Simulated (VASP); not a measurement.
Write the native input for VASP 6.6.1 that does the following.

| Item | Value |
| --- | --- |
| Task | single point |
| Functional | PBEsol |
| Potentials or basis | VASP PAW PBE potentials, release 64 (Nb_sv, H) |
| Cutoff | 520 eV |
| k mesh | 13 × 13 × 13 |
| Occupations | fermi-dirac, width 0.02 eV |
| Spin | no spin polarisation |
| Dipole correction | no |
| Further INCAR settings | ALGO = Normal; EDIFF = 1e-06; NBANDS = 14 |

The structure of NbH2 lies in POSCAR:

```
NbH2
1.0
    0.0000000000      2.2815000000      2.2815000000
    2.2815000000      0.0000000000      2.2815000000
    2.2815000000      2.2815000000      0.0000000000
Nb H
1 2
Direct
    0.0000000000      0.0000000000      0.0000000000
    0.2500000000      0.2500000000      0.2500000000
    0.7500000000      0.7500000000      0.7500000000
```

These files were run (other wordings do the same):

INCAR

```
SYSTEM = NbH2
ALGO = Normal
EDIFF = 1E-6
ENCUT = 520
GGA = PS
ISIF = 2
ISMEAR = -1
LASPH = .True.
LCHARG = .False.
LREAL = .False.
LWAVE = .False.
NBANDS = 14
NELM = 60
PREC = Accurate
SIGMA = 0.02
```

KPOINTS

```
k-points
0
Gamma
  13 13 13
  0 0 0
```

Potentials or basis: VASP PAW PBE potentials, release 64 (Nb_sv, H).

Command:

```console
$ cat potpaw_PBE.64/Nb_sv/POTCAR potpaw_PBE.64/H/POTCAR > POTCAR
$ mpirun -np 1 vasp_std > vasp.out
```

Results of the run:

```yaml
Pressure: -5.8 GPa
Band_gap_on_the_k_mesh: zero (an odd number of electrons rules out a gap without spin polarisation)
```

Caveat: the cell stands under tension; the PAW data sets were made with another functional, which shifts forces and pressure a little.

Wall time 17 s on 1 thread of AMD EPYC 9R14 (Zen 4), on a shared host, peak memory 0.12 GiB.
